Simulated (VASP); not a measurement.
# Si2W (I4/mmm) in VASP: further runs, part 2 of 2

VASP 6.6.1. Earlier steps stand in the parts before.

### Step 3. Electric field gradients, PBE (14.09 Å³/atom)

This run uses another cell than the first one, of 14.09 Å³/atom.

INCAR

```
PREC     = Accurate       # precision mode
ENCUT    = 520            # plane-wave cutoff, eV
EDIFF    = 1E-8           # SCF threshold, eV
ISMEAR   = -1             # smearing method
SIGMA    = 0.05           # smearing width, eV
LREAL    = F              # projectors in reciprocal space
LASPH    = T              # aspherical terms in the spheres
NELM     = 60             # most SCF steps
ALGO     = Normal         # electronic algorithm
ISIF     = 2              # what is computed and relaxed
LWAVE    = F              # write WAVECAR
LCHARG   = F              # write CHGCAR
GGA      = PE             # functional
LEFG     = T            
ISYM     = 0            
NBANDS   = 18             # bands
```

KPOINTS

```
regular mesh
0
Gamma
  11 11 14
```

POSCAR

```
Si2W
1.0
   -1.6271340025      1.6271340025      3.9918480510
    1.6271340025     -1.6271340025      3.9918480510
    1.6271340025      1.6271340025     -3.9918480510
Si W
2 1
Direct
    0.3330000000      0.3330000000      0.0000000000
    0.6670000000      0.6670000000      0.0000000000
    0.0000000000      0.0000000000      0.0000000000
```

Potentials or basis: VASP PAW PBE potentials, release 64 (Si, W_sv).

Started as:

```bash
> cat potpaw_PBE.64/Si/POTCAR potpaw_PBE.64/W_sv/POTCAR > POTCAR
> mpirun -np 1 vasp_std > vasp.out
```

OUTCAR:

```text
PREC = Accurate
   ENCUT = 520
   EDIFF = 1E-8
   ISMEAR = -1
   LREAL = F
   LASPH = T
   NELM = 60
   ISIF = 2
   GGA = PE
   ISYM = 0

 ion  position               nearest neighbor table
   1  0.333  0.333  0.000-   2 2.66   2 2.66   2 2.66   2 2.66   3 2.66   3 2.66   3 2.66   3 2.66
                             3 2.66   2 2.67
   2  0.667  0.667  0.000-   1 2.66   1 2.66   1 2.66   1 2.66   3 2.66   3 2.66   3 2.66   3 2.66
                             3 2.66   1 2.67
   3  0.000  0.000  0.000-   1 2.66   2 2.66   2 2.66   1 2.66   2 2.66   2 2.66   2 2.66   1 2.66
                             1 2.66   1 2.66

[... 714 lines left out ...]
 Electric field gradients (V/A^2)
---------------------------------------------------------------------
 ion       V_xx      V_yy      V_zz      V_xy      V_xz      V_yz
---------------------------------------------------------------------
   1       4.145     4.145    -8.290     0.083     0.001     0.001
   2       4.145     4.145    -8.290     0.083     0.001     0.001
   3      58.025    58.025  -116.049     0.086     0.030     0.030
---------------------------------------------------------------------

 Electric field gradients after diagonalization (V/A^2)
 (convention: |V_zz| > |V_xx| > |V_yy|)
----------------------------------------------------------------------
 ion       V_xx      V_yy      V_zz     asymmetry (V_yy - V_xx)/ V_zz
----------------------------------------------------------------------
   1       4.228     4.062    -8.290       0.020
   2       4.228     4.062    -8.290       0.020
   3      58.110    57.939  -116.049       0.001
----------------------------------------------------------------------

           NMR quadrupolar parameters

 Cq : quadrupolar parameter    Cq=e*Q*V_zz/h
 eta: asymmetry parameters     (V_yy - V_xx)/ V_zz
 Q  : nuclear electric quadrupole moment in mb (millibarn)
----------------------------------------------------------------------
 ion       Cq(MHz)       eta       Q (mb)
----------------------------------------------------------------------
   1      -0.020       0.020       1.000
   2      -0.020       0.020       1.000
   3      -0.281       0.001       1.000
----------------------------------------------------------------------
```

OSZICAR:

```text
N       E                     dE             d eps       ncg     rms          rms(c)
DAV:   1     0.130067267422E+03    0.13007E+03   -0.10784E+04 30528   0.122E+03
DAV:   2    -0.210934047863E+02   -0.15116E+03   -0.14757E+03 34784   0.319E+02
DAV:   3    -0.256654803620E+02   -0.45721E+01   -0.45082E+01 38776   0.497E+01
DAV:   4    -0.257076158180E+02   -0.42135E-01   -0.41985E-01 36142   0.498E+00
DAV:   5    -0.257080759187E+02   -0.46010E-03   -0.46007E-03 36378   0.564E-01    0.231E+01
DAV:   6    -0.248979246812E+02    0.81015E+00   -0.41981E+00 32752   0.139E+01    0.743E+00
DAV:   7    -0.248114364690E+02    0.86488E-01   -0.34623E-01 32446   0.317E+00    0.443E+00
DAV:   8    -0.247852150963E+02    0.26221E-01   -0.58473E-02 34000   0.188E+00    0.338E-01
DAV:   9    -0.247847984412E+02    0.41666E-03   -0.13142E-03 36206   0.283E-01    0.207E-01
DAV:  10    -0.247847038871E+02    0.94554E-04   -0.33796E-04 35754   0.159E-01    0.376E-02
DAV:  11    -0.247846951983E+02    0.86889E-05   -0.50204E-05 34464   0.521E-02    0.191E-02
DAV:  12    -0.247846953933E+02   -0.19501E-06   -0.25145E-06 36078   0.101E-02    0.468E-03
DAV:  13    -0.247846946650E+02    0.72829E-06   -0.46274E-07 34304   0.585E-03    0.718E-04
DAV:  14    -0.247846945698E+02    0.95225E-07   -0.19641E-08 27254   0.128E-03    0.435E-04
DAV:  15    -0.247846945674E+02    0.23224E-08   -0.31964E-09 17056   0.535E-04
   1 F= -.24784695E+02 E0= -.24783468E+02  d E =-.245375E-02
```

It took 5.5 min on 1 thread of Intel Xeon 6975P-C (Granite Rapids), shared host; peak memory 0.69 GiB.

What came out:

| Quantity | Value |
| --- | --- |
| Free energy | -24.7847 eV |
| Pressure | -6.5 GPa |
| Largest force | 0.288 eV/Å |
| Band gap on the k mesh | zero (bands 11 and 12 overlap by 1.19 eV) |
| Largest electric field gradient by atom | Si -8.3; W -116.0 V/Å² |

Forces in eV/Å, atoms in the order of the input:
```
Si   0.000  0.000  0.288
Si   0.000  0.000 -0.288
W    0.000  0.000  0.000
```

Stress tensor (GPa, compression positive):
```
-5.36  0.05  0.00
 0.05 -5.36  0.00
 0.00  0.00 -8.75
```

Levels at points of the mesh, in eV from the Fermi level:
| k point | band 7 | band 8 | band 9 | band 10 | band 11 | band 12 | band 13 | band 14 | band 15 | band 16 |
| --- | --- | --- | --- | --- | --- | --- | --- | --- | --- | --- |
| (0.00, 0.00, 0.00) | -3.90 | -3.10 | -2.74 | -2.74 | 0.63 | 2.43 | 3.01 | 3.07 | 3.07 | 4.30 |
| (0.00, 0.00, 0.50) | -5.86 | -5.58 | -4.89 | -3.13 | -1.68 | 2.47 | 2.80 | 2.92 | 3.60 | 4.29 |

Electric field gradients, principal values (V/Å²):
| atom | least | middle | greatest (by size) |
| --- | --- | --- | --- |
| 1 Si | 4.062 | 4.228 | -8.290 |
| 2 Si | 4.062 | 4.228 | -8.290 |
| 3 W | 57.939 | 58.110 | -116.049 |

Caveat: the cell stands under tension; without QUAD_EFG the Cq values of the log hold for a quadrupole moment of 1 mb, not for the nuclei; spin-orbit coupling is left out, which moves the levels of the heavy elements.
